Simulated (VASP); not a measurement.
Input of a VASP 6.6.1 run:

Contents of POSCAR:

```
BN
1.0
    0.0000000000      3.4360617418      2.1293707353
    1.2304138976      0.0000000000      2.1293707353
    1.2304138976      3.4360617418      0.0000000000
N B
1 1
Direct
    0.6666513400      0.6666513400      0.3333486600
    0.0000486500      0.0000486500      0.9999513500
```

INCAR.step1

```
  ALGO = Normal
  EDIFF = 1E-7
  EDIFFG = -0.002
  EFERMI = MIDGAP
  ENCUT = 840
  GGA = RE
  GGA_COMPAT = False
  IBRION = 2
  ISIF = 3
  ISMEAR = 0
  KPAR = 4
  LASPH = True
  LCHARG = False
  LREAL = False
  LWAVE = False
  NELM = 120
  NELMIN = 4
  NSW = 80
  POTIM = 0.5
  PREC = Accurate
  SIGMA = 0.03
```

File INCAR.step4:

```
  ALGO = Normal
  EDIFF = 1E-7
  EFERMI = MIDGAP
  ENCUT = 840
  GGA = RE
  GGA_COMPAT = False
  ISIF = 2
  ISMEAR = 0
  KPAR = 4
  LASPH = True
  LCHARG = False
  LREAL = False
  LWAVE = False
  NELM = 120
  PREC = Accurate
  SIGMA = 0.03
```

KPOINTS

```
Automatic mesh
0
Gamma
  13 13 13
  0 0 0
```

Potentials or basis: VASP PAW PBE potentials, release 64 (N, B).

Launch:

```sh
$ cat potpaw_PBE.64/N/POTCAR potpaw_PBE.64/B/POTCAR > POTCAR
$ cp INCAR.step1 INCAR
$ cp POSCAR.step1 POSCAR
$ mpirun -np 4 vasp_std > vasp.out
$ cp CONTCAR POSCAR
$ mpirun -np 4 vasp_std > vasp.out
$ cp CONTCAR POSCAR
$ mpirun -np 4 vasp_std > vasp.out
$ cp CONTCAR POSCAR
$ cp INCAR.step4 INCAR
$ mpirun -np 4 vasp_std > vasp.out
```

Predict the band gap on the k mesh.

4.44 eV (least direct gap 4.85 eV).

Estimate the relaxed volume.

13.97 Å³/atom.

Predict the relaxed cell.

a = 5.522 Å, b = 2.522 Å, c = 5.227 Å, α = 83.07°, β = 26.96°, γ = 69.97°.

Final structure:
```
N B
1.0
     0.00000    5.07215    2.18408
     1.26098    0.00000    2.18408
     1.26098    5.07215    0.00000
N B
1 1
Direct
  0.66668 0.66668 0.33332
  0.00002 0.00002 0.99998
```

Caveat: the volume moved by over 15 % at a fixed basis, so the end points are rough; the PAW data sets were made with another functional, which shifts forces and pressure a little. A k mesh can miss the band edges.
